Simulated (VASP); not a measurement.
# N (P2_13) in VASP: a series of runs, part 2 of 2

VASP 6.6.1. Earlier steps stand in the parts before.

### 3 Single point, r2SCAN

This run uses another cell than the first one, of 24.48 Å³/atom, 0.877 times its volume.

Contents of POSCAR:

```
N
1.0
    5.8073549818      0.0000000000      0.0000000000
    0.0000000000      5.8073549818      0.0000000000
    0.0000000000      0.0000000000      5.8073549818
N
8
Direct
    0.0539111436      0.4460888564      0.5539111436
    0.4460888564      0.5539111436      0.0539111436
    0.5539111436      0.0539111436      0.4460888564
    0.9460888564      0.9460888564      0.9460888564
    0.9452475783      0.5547524217      0.4452475783
    0.5547524217      0.4452475783      0.9452475783
    0.4452475783      0.9452475783      0.5547524217
    0.0547524217      0.0547524217      0.0547524217
```

Contents of INCAR.step1:

```
SYSTEM = N
  ALGO = Normal
  EDIFF = 1E-4
  ENCUT = 520
  GGA = PE
  ISMEAR = -1
  LASPH = .True.
  LCHARG = .False.
  LREAL = .False.
  LWAVE = .True.
  NBANDS = 30
  NELM = 100
  PREC = Accurate
  SIGMA = 0.05
```

Contents of INCAR.step2:

```
SYSTEM = N
  ALGO = Normal
  EDIFF = 1E-6
  ENCUT = 520
  ISIF = 2
  ISMEAR = -1
  ISTART = 1
  LASPH = .True.
  LCHARG = .False.
  LMIXTAU = .True.
  LREAL = .False.
  LWAVE = .False.
  METAGGA = R2SCAN
  NBANDS = 30
  NELM = 100
  PREC = Accurate
  SIGMA = 0.05
```

Contents of KPOINTS:

```
k-points
0
Gamma
  5 5 5
  0 0 0
```

Potentials or basis: VASP PAW PBE potentials, release 64 (N).

On the command line:

```sh
$ cat potpaw_PBE.64/N/POTCAR > POTCAR
$ cp INCAR.step1 INCAR
$ mpirun -np 1 vasp_std > vasp.out
$ cp INCAR.step2 INCAR
$ mpirun -np 1 vasp_std > vasp.out
```

OUTCAR:

```text
SYSTEM = N
   EDIFF = 1E-6
   ENCUT = 520
   ISIF = 2
   ISMEAR = -1
   ISTART = 1
   LASPH = .True.
   LREAL = .False.
   METAGGA = R2SCAN
   NELM = 100
   PREC = Accurate

 ion  position               nearest neighbor table
   1  0.054  0.446  0.554-   5 1.09
   2  0.446  0.554  0.054-   6 1.09
   3  0.554  0.054  0.446-   7 1.09
   4  0.946  0.946  0.946-   8 1.09
   5  0.945  0.555  0.445-   1 1.09
   6  0.555  0.445  0.945-   2 1.09
   7  0.445  0.945  0.555-   3 1.09
   8  0.055  0.055  0.055-   4 1.09

  LATTYP: Found a simple cubic cell.
 ALAT       =     5.8073549818

  Lattice vectors:

 A1 = (   5.8073549818,   0.0000000000,   0.0000000000)
 A2 = (   0.0000000000,   5.8073549818,   0.0000000000)
 A3 = (   0.0000000000,   0.0000000000,   5.8073549818)

Analysis of symmetry for initial positions (statically):
=====================================================================
[... 175 lines left out ...]
 cond. band min:       0.8783118029   @ k =   0.0000   0.0000   0.0000
 fundamental gap:      8.2696472910
 Fermi energy:        -6.1816089247

 k-point     1 :       0.0000    0.0000    0.0000
  band No.  band energies     occupation
      1     -26.7687      2.00000
      2     -26.7303      2.00000
      3     -26.7303      2.00000
      4     -26.7303      2.00000
      5     -11.0969      2.00000
      6     -11.0969      2.00000
[... 352 lines left out ...]
     29       5.6929      0.00000
     30       6.0904      0.00000

------------------------ aborting loop because EDIFF is reached ----------------------------------------

  FORCE on cell =-STRESS in cart. coord.  units (eV):
  Direction    XX          YY          ZZ          XY          YZ          ZX
  --------------------------------------------------------------------------------------
  -------------------------------------------------------------------------------------
  Total        2.9150184      2.9150184      2.9150184      0.0000000      0.0000000      0.0000000
  in kB       23.8460675     23.8460675     23.8460675      0.0000000      0.0000000      0.0000000
  external PRESSURE =      23.8460675 kB  Pullay stress =       0.0000000 kB

 VOLUME and BASIS-vectors are now :
 -----------------------------------------------------------------------------
  energy-cutoff  :      520.00
  volume of cell :      195.86
      direct lattice vectors                 reciprocal lattice vectors
     5.807354982  0.000000000  0.000000000     0.172195432  0.000000000  0.000000000
     0.000000000  5.807354982  0.000000000     0.000000000  0.172195432  0.000000000
     0.000000000  0.000000000  5.807354982     0.000000000  0.000000000  0.172195432

 POSITION                                       TOTAL-FORCE (eV/Angst)
 -----------------------------------------------------------------------------------
      0.31308      2.59060      3.21676         1.335120     -1.335120      1.335120
      2.59060      3.21676      0.31308        -1.335120      1.335120      1.335120
      3.21676      0.31308      2.59060         1.335120      1.335120     -1.335120
      5.49427      5.49427      5.49427        -1.335120     -1.335120     -1.335120
      5.48939      3.22164      2.58571        -1.334713      1.334713     -1.334713
      3.22164      2.58571      5.48939         1.334713     -1.334713     -1.334713
      2.58571      5.48939      3.22164        -1.334713     -1.334713      1.334713
      0.31797      0.31797      0.31797         1.334713      1.334713      1.334713
 -----------------------------------------------------------------------------------
    total drift:                               -0.000000     -0.000000     -0.000000

  FREE ENERGIE OF THE ION-ELECTRON SYSTEM (eV)
  ---------------------------------------------------
  free  energy   TOTEN  =       -72.9318025460 eV

  energy  without entropy=      -72.9318025459  energy(sigma->0) =      -72.93180255
```

OSZICAR.step1:

```text
N       E                     dE             d eps       ncg     rms          rms(c)
DAV:   1     0.253162801581E+03    0.25316E+03   -0.17833E+04   660   0.111E+03
DAV:   2    -0.437960391953E+02   -0.29696E+03   -0.29094E+03   882   0.269E+02
DAV:   3    -0.698547028811E+02   -0.26059E+02   -0.25831E+02   756   0.852E+01
DAV:   4    -0.701952055912E+02   -0.34050E+00   -0.34011E+00   820   0.120E+01
DAV:   5    -0.701983492534E+02   -0.31437E-02   -0.31433E-02   806   0.102E+00    0.163E+01
DAV:   6    -0.672355904359E+02    0.29628E+01   -0.40660E+00   748   0.107E+01    0.933E+00
DAV:   7    -0.665766807855E+02    0.65891E+00   -0.26026E+00   814   0.863E+00    0.267E+00
DAV:   8    -0.665631527217E+02    0.13528E-01   -0.20443E-01   770   0.258E+00    0.412E-01
DAV:   9    -0.665619923025E+02    0.11604E-02   -0.94376E-03   824   0.526E-01    0.178E-01
DAV:  10    -0.665621823994E+02   -0.19010E-03   -0.83421E-04   764   0.199E-01    0.711E-02
DAV:  11    -0.665621609373E+02    0.21462E-04   -0.50924E-05   480   0.532E-02
   1 F= -.66562161E+02 E0= -.66562161E+02  d E =-.144540E-10
```

Run time: 3.1 min. Hardware: 1 thread of Intel Xeon Platinum 8488C (Sapphire Rapids), shared host; peak memory 0.35 GiB.

Results:

```yaml
Free_energy: -72.9318 eV
Pressure: 2.4 GPa
Largest_force: 2.312 eV/Å
Band_gap_on_the_k_mesh: 8.27 eV, indirect (least direct gap 8.28 eV)
```

Forces on the atoms (eV/Å):
```
N    1.335 -1.335  1.335
N   -1.335  1.335  1.335
N    1.335  1.335 -1.335
N   -1.335 -1.335 -1.335
N   -1.335  1.335 -1.335
N    1.335 -1.335 -1.335
N   -1.335 -1.335  1.335
N    1.335  1.335  1.335
```

Caveat: the standard files for N, O and F lose accuracy on very short bonds; the PAW data sets were made with another functional, which shifts forces and pressure a little.
